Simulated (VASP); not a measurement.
# Ba3SbP (Pm-3m) in VASP: single point with LDA

Aim: the single point of Ba3SbP with LDA.

Program: VASP 6.6.1. These are calculated values, not measurements. Logs are shortened: lines on timing, memory, paths and dates and some standing lists are left out, and cuts for length are marked.

## (1) The cell of the first run

The structure is cubic, space group Pm-3m (No. 221). The conventional cell has a = 6.113 Å, b = 6.113 Å, c = 6.113 Å, α = 90.00°, β = 90.00°, γ = 90.00°. Ba (site symmetry 4/mmm) has 2 P at 3.06 Å within 4.0 Å. Sb (site symmetry m-3m) has 12 Ba at 4.32 Å and 8 P at 5.29 Å within 5.7 Å. Within 4.0 Å of P (site symmetry m-3m) lie 6 Ba at 3.06 Å.

## (2) Single point, LDA

INCAR

```
PREC = Accurate
ENCUT = 520
EDIFF = 1E-7
ISMEAR = 0
SIGMA = 0.1
LREAL = False
LASPH = True
NELM = 100
ALGO = Normal
ISIF = 2
LWAVE = False
LCHARG = True
LELF = True
LVHAR = True
NBANDS = 28
```

KPOINTS

```
Automatic mesh
0
Gamma
  4 4 4
```

POSCAR

```
Ba3SbP
1.0
    6.1131770000      0.0000000000      0.0000000000
    0.0000000000      6.1131770000      0.0000000000
    0.0000000000      0.0000000000      6.1131770000
Ba Sb P
3 1 1
Direct
    0.0000000000      0.5000000000      0.5000000000
    0.5000000000      0.0000000000      0.5000000000
    0.5000000000      0.5000000000      0.0000000000
    0.0000000000      0.0000000000      0.0000000000
    0.5000000000      0.5000000000      0.5000000000
```

Potentials or basis: VASP PAW LDA potentials, release 64 (Ba_sv, Sb, P).

Started as:

```
cat potpaw_LDA.64/Ba_sv/POTCAR potpaw_LDA.64/Sb/POTCAR potpaw_LDA.64/P/POTCAR > POTCAR
mpirun -np 1 vasp_std > vasp.out
```

OUTCAR:

```text
PREC = Accurate
   ENCUT = 520
   EDIFF = 1E-7
   ISMEAR = 0
   LREAL = False
   LASPH = True
   NELM = 100
   ISIF = 2

 ion  position               nearest neighbor table
   1  0.000  0.500  0.500-   5 3.06   5 3.06   2 4.32   3 4.32   2 4.32   2 4.32   3 4.32   3 4.32
                             3 4.32   2 4.32
   2  0.500  0.000  0.500-   5 3.06   5 3.06   1 4.32   3 4.32   1 4.32   3 4.32   3 4.32   3 4.32
                             1 4.32   1 4.32
   3  0.500  0.500  0.000-   5 3.06   5 3.06   1 4.32   1 4.32   2 4.32   2 4.32   2 4.32   2 4.32
                             1 4.32   1 4.32
   4  0.000  0.000  0.000-
   5  0.500  0.500  0.500-   1 3.06   2 3.06   3 3.06   3 3.06   2 3.06   1 3.06

  LATTYP: Found a simple cubic cell.
 ALAT       =     6.1131770000

  Lattice vectors:

 A1 = (   6.1131770000,   0.0000000000,   0.0000000000)
 A2 = (   0.0000000000,   6.1131770000,   0.0000000000)
 A3 = (   0.0000000000,   0.0000000000,   6.1131770000)

Analysis of symmetry for initial positions (statically):
=====================================================================
 Subroutine PRICEL returns:
 Original cell was already a primitive cell.

 Routine SETGRP: Setting up the symmetry group for a
 simple cubic supercell.

 Subroutine GETGRP returns: Found 48 space group operations
 (whereof 48 operations were pure point group operations)
 out of a pool of 48 trial point group operations.

The static configuration has the point symmetry O_h .

Analysis of symmetry for dynamics (positions and initial velocities):
=====================================================================
 Subroutine PRICEL returns:
 Original cell was already a primitive cell.

 Routine SETGRP: Setting up the symmetry group for a
 simple cubic supercell.

 Subroutine GETGRP returns: Found 48 space group operations
 (whereof 48 operations were pure point group operations)
 out of a pool of 48 trial point group operations.

The dynamic configuration has the point symmetry O_h .

 Subroutine INISYM returns: Found 48 space group operations
 (whereof 48 operations are pure point group operations),
 and found     1 'primitive' translations

----------------------------------------------------------------------------------------

                                     Primitive cell

  volume of cell :     228.4551

  direct lattice vectors                    reciprocal lattice vectors
     6.113177000  0.000000000  0.000000000     0.163581064  0.000000000  0.000000000
     0.000000000  6.113177000  0.000000000     0.000000000  0.163581064  0.000000000
     0.000000000  0.000000000  6.113177000     0.000000000  0.000000000  0.163581064

  length of vectors
     6.113177000  6.113177000  6.113177000     0.163581064  0.163581064  0.163581064

  position of ions in fractional coordinates (direct lattice)
     0.000000000  0.500000000  0.500000000
     0.500000000  0.000000000  0.500000000
     0.500000000  0.500000000  0.000000000
     0.000000000  0.000000000  0.000000000
     0.500000000  0.500000000  0.500000000

  ion indices of the primitive-cell ions
   primitive index   ion index
                 1           1
                 2           2
                 3           3
                 4           4
                 5           5

----------------------------------------------------------------------------------------

 KPOINTS: Automatic mesh

Automatic generation of k-mesh.
 Grid dimensions read from file:
 generate k-points for:    4    4    4

 Generating k-lattice:

  Cartesian coordinates                     Fractional coordinates (reciprocal lattice)
     0.040895266  0.000000000  0.000000000     0.250000000  0.000000000  0.000000000
     0.000000000  0.040895266  0.000000000     0.000000000  0.250000000  0.000000000
     0.000000000  0.000000000  0.040895266     0.000000000  0.000000000  0.250000000

  Length of vectors
     0.040895266  0.040895266  0.040895266

  Shift w.r.t. Gamma in fractional coordinates (k-lattice)
     0.000000000  0.000000000  0.000000000

 Subroutine IBZKPT returns following result:
 ===========================================

 Found     10 irreducible k-points:

 Following reciprocal coordinates:
            Coordinates               Weight
  0.000000  0.000000  0.000000      1.000000
  0.250000  0.000000  0.000000      6.000000
  0.500000  0.000000  0.000000      3.000000
  0.250000  0.250000  0.000000     12.000000
  0.500000  0.250000  0.000000     12.000000
  0.500000  0.500000  0.000000      3.000000
  0.250000  0.250000  0.250000      8.000000
  0.500000  0.250000  0.250000     12.000000
  0.500000  0.500000  0.250000      6.000000
  0.500000  0.500000  0.500000      1.000000
   k-points           NKPTS =     10   k-points in BZ     NKDIM =     10   number of bands    NBANDS=     28
   number of dos      NEDOS =    301   number of ions     NIONS =      5
   total plane-waves  NPLWV = 110592
   dimension x,y,z NGX =    48 NGY =   48 NGZ =   48
   dimension x,y,z NGXF=    96 NGYF=   96 NGZF=   96
   ions per type =               3   1   1
   NGX,Y,Z   is equivalent  to a cutoff of  13.05, 13.05, 13.05 a.u.
   NGXF,Y,Z  is equivalent  to a cutoff of  26.11, 26.11, 26.11 a.u.
 SYSTEM =  unknown system
   PREC   = accura    normal or accurate (medium, high low for compatibility)
   ISTART =      0    job   : 0-new  1-cont  2-samecut
   ICHARG =      2    charge: 1-file 2-atom 10-const
   ISPIN  =      1    spin polarized calculation?
   LNONCOLLINEAR =      F non collinear calculations
   LSORBIT =      F    spin-orbit coupling
   LASPH  =      T    aspherical Exc in radial PAW
   ENCUT  =  520.0 eV  38.22 Ry    6.18 a.u.  11.37 11.37 11.37*2*pi/ulx,y,z
   NELM   =    100;   NELMIN=  2; NELMDL= -5     # of ELM steps
   EDIFF  = 0.1E-06   stopping-criterion for ELM
   LREAL  =      F    real-space projection
   EDIFFG = 0.1E-05   stopping-criterion for IOM
   NSW    =      0    number of steps for IOM
   IBRION =     -1    ionic relax: 0-MD 1-quasi-New 2-CG
   NFREE  =      0    steps in history (QN), initial steepest desc. (CG)
   ISIF   =      2    stress and relaxation
   ISYM   =      2    0-nonsym 1-usesym 2-fastsym
   POTIM  = 0.5000    time-step for ionic-motion
   TEBEG  =    0.0;   TEEND  =   0.0 temperature during run
   PSTRESS=    0.0 pullay stress
   NELECT =      40.0000    total number of electrons
   NUPDOWN=      -1.0000    fix difference up-down
   EMIN   =  10.00;   EMAX   =-10.00  energy-range for DOS
   EFERMI =   0.00;   METHOD = LEGACY
   ISMEAR =     0;   SIGMA  =   0.10  broadening in eV -4-tet -1-fermi 0-gaus
   EFERMI_NEDOS =   21; number of points for ismear=-14 and -15
   IALGO  =     38    algorithm
   IMIX   =      4    mixing-type and parameters
     AMIX     =   0.40;   BMIX     =  1.00
     AMIX_MAG =   1.60;   BMIX_MAG =  1.00
  volume/ion in A,a.u.               =      45.69       308.34
  Fermi-wavevector in a.u.,A,eV,Ry     =   0.915857  1.730720 11.412496  0.838795
  Thomas-Fermi vector in A             =   2.040647
   LORBIT       =      0    0 simple, 1 ext, 2 COOP (PROOUT), +10 PAW based schemes
   GGA     = CA    functional components
   LHFCALC =     F    Hartree Fock is set to
   AEXX    =    0.0000 exact exchange contribution
   IVDW    =     0    specifies the selected vdW correction
   LEPSILON=     F    determine dielectric tensor
   LRPA    =     F    only Hartree local field effects (RPA)
 non-spin polarized calculation
 Gauss-broadening in eV      SIGMA  =   0.10
  energy-cutoff  :      520.00
  volume of cell :      228.46
 maximum number of plane-waves:      6187
 NGX is ok and might be reduce to    48
   NGX = 23   NGY = 23   NGZ = 23

 number of electron      39.9999994 magnetization

 Free energy of the ion-electron system (eV)
  ---------------------------------------------------
  ext. energy  EPLUGINS =         0.00000000
  ---------------------------------------------------
  free energy    TOTEN  =       -21.50348397 eV

  energy without entropy =      -21.50164423  energy(sigma->0) =      -21.50256410

 E-fermi :   2.1384     XC(G=0):  -8.1338

 val. band max:        2.0446468043   @ k =   0.0000   0.0000   0.0000
 cond. band min:       2.1800834978   @ k =   0.0000   0.0000   0.0000
 fundamental gap:      0.1354366935
 Fermi energy:         2.1383612475

 k-point     1 :       0.0000    0.0000    0.0000
  band No.  band energies     occupation
      1     -26.1459      2.00000
      2     -26.0774      2.00000
      3     -26.0774      2.00000
      4     -11.6160      2.00000
      5     -11.6160      2.00000
      6     -11.6160      2.00000
[... 20 lines left out ...]
     27       5.1746      0.00000
     28       5.1746      0.00000

 k-point     2 :       0.2500    0.0000    0.0000
  band No.  band energies     occupation
      1     -26.1371      2.00000
      2     -26.0859      2.00000
      3     -26.0773      2.00000
      4     -11.5843      2.00000
      5     -11.5794      2.00000
      6     -11.5794      2.00000
[... 20 lines left out ...]
     27       4.7877      0.00000
     28       5.6131      0.00000

 k-point     3 :       0.5000    0.0000    0.0000
  band No.  band energies     occupation
      1     -26.1231      2.00000
      2     -26.0997      2.00000
      3     -26.0772      2.00000
      4     -11.5289      2.00000
      5     -11.5289      2.00000
      6     -11.4875      2.00000
[... 20 lines left out ...]
     27       4.4160      0.00000
     28       5.1862      0.00000

 k-point     4 :       0.2500    0.2500    0.0000
  band No.  band energies     occupation
      1     -26.1293      2.00000
      2     -26.0885      2.00000
      3     -26.0822      2.00000
      4     -11.6792      2.00000
      5     -11.5405      2.00000
      6     -11.4726      2.00000
[... 144 lines left out ...]
     27       5.0409      0.00000
     28       5.1521      0.00000

 k-point     9 :       0.5000    0.5000    0.2500
  band No.  band energies     occupation
      1     -26.0997      2.00000
      2     -26.0994      2.00000
      3     -26.0994      2.00000
      4     -11.9861      2.00000
      5     -11.5736      2.00000
      6     -11.5170      2.00000
[... 20 lines left out ...]
     27       4.5444      0.00000
     28       5.3638      0.00000

 k-point    10 :       0.5000    0.5000    0.5000
  band No.  band energies     occupation
      1     -26.0993      2.00000
      2     -26.0993      2.00000
      3     -26.0993      2.00000
      4     -12.1031      2.00000
      5     -11.5708      2.00000
      6     -11.5708      2.00000
[... 20 lines left out ...]
     27       4.2729      0.00000
     28       5.7244      0.00000

------------------------ aborting loop because EDIFF is reached ----------------------------------------

  FORCE on cell =-STRESS in cart. coord.  units (eV):
  Direction    XX          YY          ZZ          XY          YZ          ZX
  --------------------------------------------------------------------------------------
  -------------------------------------------------------------------------------------
  Total       -2.8457734     -2.8457734     -2.8457734     -0.0000000      0.0000000      0.0000000
  in kB      -19.9576770    -19.9576770    -19.9576770     -0.0000000      0.0000000      0.0000000
  external PRESSURE =     -19.9576770 kB  Pullay stress =       0.0000000 kB

 VOLUME and BASIS-vectors are now :
 -----------------------------------------------------------------------------
  energy-cutoff  :      520.00
  volume of cell :      228.46
      direct lattice vectors                 reciprocal lattice vectors
     6.113177000  0.000000000  0.000000000     0.163581064  0.000000000  0.000000000
     0.000000000  6.113177000  0.000000000     0.000000000  0.163581064  0.000000000
     0.000000000  0.000000000  6.113177000     0.000000000  0.000000000  0.163581064

 POSITION                                       TOTAL-FORCE (eV/Angst)
 -----------------------------------------------------------------------------------
      0.00000      3.05659      3.05659         0.000000      0.000000      0.000000
      3.05659      0.00000      3.05659         0.000000      0.000000      0.000000
      3.05659      3.05659      0.00000         0.000000      0.000000      0.000000
      0.00000      0.00000      0.00000         0.000000      0.000000      0.000000
      3.05659      3.05659      3.05659         0.000000      0.000000      0.000000
 -----------------------------------------------------------------------------------
    total drift:                                0.000000     -0.000000     -0.000000

  FREE ENERGIE OF THE ION-ELECTRON SYSTEM (eV)
  ---------------------------------------------------
  free  energy   TOTEN  =       -21.5034839681 eV

  energy  without entropy=      -21.5016442282  energy(sigma->0) =      -21.50256410
```

It took 61 s on 1 thread of AMD EPYC 9R14 (Zen 4), shared host; peak memory 0.25 GiB.

Results:

* Free energy: -21.5035 eV
* Pressure: -2.0 GPa
* Band gap on the k mesh: 0.14 eV

Caveat: spin-orbit coupling is left out, which moves the levels of the heavy elements. A k mesh can miss the band edges.
